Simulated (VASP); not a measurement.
# GaSb3 (I4/mmm) in VASP: a series of runs, part 2 of 2

VASP 6.6.1. The steps go on from the part before.

## (4) Single point, PBE+D3(BJ)

This run uses another cell than the first one, of the same volume but with other edges.

Contents of INCAR:

```
SYSTEM = GaSb3
  PREC = Accurate
  ENCUT = 520
  EDIFF = 1E-6
  ISMEAR = 0
  SIGMA = 0.15
  LREAL = .False.
  LASPH = .True.
  NELM = 100
  ALGO = Normal
  ISIF = 2
  LWAVE = .False.
  LCHARG = .True.
  GGA = PE
  IVDW = 12
  LELF = .True.
  LVHAR = .True.
  NBANDS = 22
```

Contents of KPOINTS:

```
Automatic mesh
0
Gamma
  12 12 12
  0 0 0
```

Contents of POSCAR:

```
GaSb3
1.0
    0.0000000000      3.8509578990      3.2733142142
    3.8509578990      0.0000000000      3.2733142142
    3.8509578990      3.8509578990      0.0000000000
Ga Sb
1 3
Direct
    0.0000000000      0.0000000000      0.0000000000
    0.2500000000      0.2500000000      0.2500000000
    0.7500000000      0.7500000000      0.7500000000
    0.5000000000      0.5000000000      0.5000000000
```

Potentials or basis: VASP PAW PBE potentials, release 64 (Ga_d, Sb).

On the command line:

```sh
$ cat potpaw_PBE.64/Ga_d/POTCAR potpaw_PBE.64/Sb/POTCAR > POTCAR
$ mpirun -np 1 vasp_std > vasp.out
```

OUTCAR:

```text
SYSTEM = GaSb3
   PREC = Accurate
   ENCUT = 520
   EDIFF = 1E-6
   ISMEAR = 0
   LREAL = .False.
   LASPH = .True.
   NELM = 100
   ISIF = 2
   GGA = PE
   IVDW = 12
 IVDW          = 12

 ion  position               nearest neighbor table
   1  0.000  0.000  0.000-   3 3.18   2 3.18   3 3.18   2 3.18   3 3.18   3 3.18   2 3.18   2 3.18
                             4 3.27   4 3.27
   2  0.250  0.250  0.250-   1 3.18   4 3.18   1 3.18   1 3.18   4 3.18   1 3.18   4 3.18   4 3.18
                             3 3.27   3 3.27
   3  0.750  0.750  0.750-   4 3.18   1 3.18   4 3.18   1 3.18   4 3.18   4 3.18   1 3.18   1 3.18
                             2 3.27   2 3.27
   4  0.500  0.500  0.500-   2 3.18   3 3.18   2 3.18   2 3.18   3 3.18   2 3.18   3 3.18   3 3.18
                             1 3.27   1 3.27

  LATTYP: Found a body centered tetragonal cell.
 ALAT       =     5.4460768889
 C/A-ratio  =     1.2020815280

  Lattice vectors:

 A1 = (   0.0000000000,  -3.8509578990,  -3.2733142142)
 A2 = (   0.0000000000,   3.8509578990,  -3.2733142142)
 A3 = (   3.8509578990,   0.0000000000,   3.2733142142)

Analysis of symmetry for initial positions (statically):
=====================================================================
 Subroutine PRICEL returns:
 Original cell was already a primitive cell.

 Routine SETGRP: Setting up the symmetry group for a
 body centered tetragonal supercell.

 Subroutine GETGRP returns: Found 16 space group operations
 (whereof 16 operations were pure point group operations)
 out of a pool of 16 trial point group operations.

The static configuration has the point symmetry D_4h.

Analysis of symmetry for dynamics (positions and initial velocities):
=====================================================================
 Subroutine PRICEL returns:
 Original cell was already a primitive cell.

 Routine SETGRP: Setting up the symmetry group for a
 body centered tetragonal supercell.

 Subroutine GETGRP returns: Found 16 space group operations
 (whereof 16 operations were pure point group operations)
 out of a pool of 16 trial point group operations.

[... 126 lines left out ...]
  Fermi-wavevector in a.u.,A,eV,Ry     =   1.081623  2.043970 15.917558  1.169908
  Thomas-Fermi vector in A             =   2.217644
   LORBIT       =      0    0 simple, 1 ext, 2 COOP (PROOUT), +10 PAW based schemes
   GGA     = PE    functional components
   LHFCALC =     F    Hartree Fock is set to
   AEXX    =    0.0000 exact exchange contribution
   IVDW    =    12    specifies the selected vdW correction
   LEPSILON=     F    determine dielectric tensor
   LRPA    =     F    only Hartree local field effects (RPA)
 non-spin polarized calculation
 Gauss-broadening in eV      SIGMA  =   0.15
  energy-cutoff  :      520.00
  volume of cell :       97.09
 maximum number of plane-waves:      2637
 NGX is ok and might be reduce to    40

 number of electron      27.9999993 magnetization

 Free energy of the ion-electron system (eV)
  ---------------------------------------------------
  ext. energy  EPLUGINS =         0.00000000
  ---------------------------------------------------
  free energy    TOTEN  =       -14.46584250 eV

  energy without entropy =      -14.44021285  energy(sigma->0) =      -14.45302768

 E-fermi :   8.2995     XC(G=0): -10.4839

 val. band max:        8.2856827081   @ k =  -0.1667   0.1667   0.0833
 cond. band min:       8.3097141009   @ k =   0.3333   0.0833   0.0000
 fundamental gap:      0.0240313927
 Fermi energy:         8.2995083416

 k-point     1 :       0.0000    0.0000    0.0000
  band No.  band energies     occupation
      1      -6.5367      2.00000
      2      -6.5367      2.00000
      3      -6.5344      2.00000
      4      -6.5265      2.00000
      5      -6.5091      2.00000
      6      -4.6845      2.00000
[... 589 lines left out ...]
     21      13.8632      0.00000
     22      16.0104      0.00000

 [... further k-points ...]

------------------------ aborting loop because EDIFF is reached ----------------------------------------

 Edisp (eV)   -1.91919

 E8    (eV) :    -0.8864

  FORCE on cell =-STRESS in cart. coord.  units (eV):
  Direction    XX          YY          ZZ          XY          YZ          ZX
  --------------------------------------------------------------------------------------
  -------------------------------------------------------------------------------------
  Total       0.55534     0.55534     0.66209     0.00000     0.00000    -0.00000
  in kB       9.16467     9.16467    10.92629     0.00000     0.00000    -0.00000
  external pressure =        9.75 kB  Pullay stress =        0.00 kB

 VOLUME and BASIS-vectors are now :
 -----------------------------------------------------------------------------
  energy-cutoff  :      520.00
  volume of cell :       97.09
      direct lattice vectors                 reciprocal lattice vectors
     0.000000000  3.850957899  3.273314214    -0.129837826  0.129837826  0.152750383
     3.850957899  0.000000000  3.273314214     0.129837826 -0.129837826  0.152750383
     3.850957899  3.850957899  0.000000000     0.129837826  0.129837826 -0.152750383

 POSITION                                       TOTAL-FORCE (eV/Angst)
 -----------------------------------------------------------------------------------
      0.00000      0.00000      0.00000         0.000000     -0.000000      0.000000
      1.92548      1.92548      1.63666        -0.000000      0.000000      0.000000
      5.77644      5.77644      4.90997        -0.000000      0.000000     -0.000000
      3.85096      3.85096      3.27331         0.000000     -0.000000      0.000000
 -----------------------------------------------------------------------------------
    total drift:                               -0.000000      0.000000      0.000000

  FREE ENERGIE OF THE ION-ELECTRON SYSTEM (eV)
  ---------------------------------------------------
  free  energy   TOTEN  =       -16.3850338508 eV

  energy  without entropy=      -16.3594042004  energy(sigma->0) =      -16.37221903
```

It took 3.5 min on 1 thread of Intel Xeon Platinum 8559C (Emerald Rapids), shared host; peak memory 0.48 GiB.

Results:

```
Free energy                : -16.3850 eV
Pressure                   : 1.0 GPa
Band gap on the k mesh     : zero (band 14 reaches 9.95 eV, above the bottom of band 15 at 5.99 eV)
Dispersion energy per atom : -0.480 eV
```

Caveat: spin-orbit coupling is left out, which moves the levels of the heavy elements; pairwise dispersion overbinds metals, which lowers pressure and volume.

## (5) The runs side by side

```csv
cell,gap on the mesh (eV),pressure (GPa)
"a = 5.015, b = 5.015, c = 5.791 Å, angles 54.7, 54.7, 70.5°, 4 atoms",none,4.1
"a = 5.629, b = 5.629, c = 4.596 Å, angles 65.9, 65.9, 48.2°, 4 atoms",none,1.4
"a = 5.054, b = 5.054, c = 5.446 Å, angles 57.4, 57.4, 65.2°, 4 atoms",none,1.0
```

Alike in all rows: task single point; level PBE+D3(BJ); potentials or basis VASP PAW PBE potentials, release 64 (Ga_d, Sb); no spin polarisation; k mesh 12 × 12 × 12; cutoff (eV) 520; smearing gaussian 0.15 eV.

Caveats: spin-orbit coupling is left out, which moves the levels of the heavy elements; pairwise dispersion overbinds metals, which lowers pressure and volume.

Absolute energies hang on the potentials; compare differences alone.
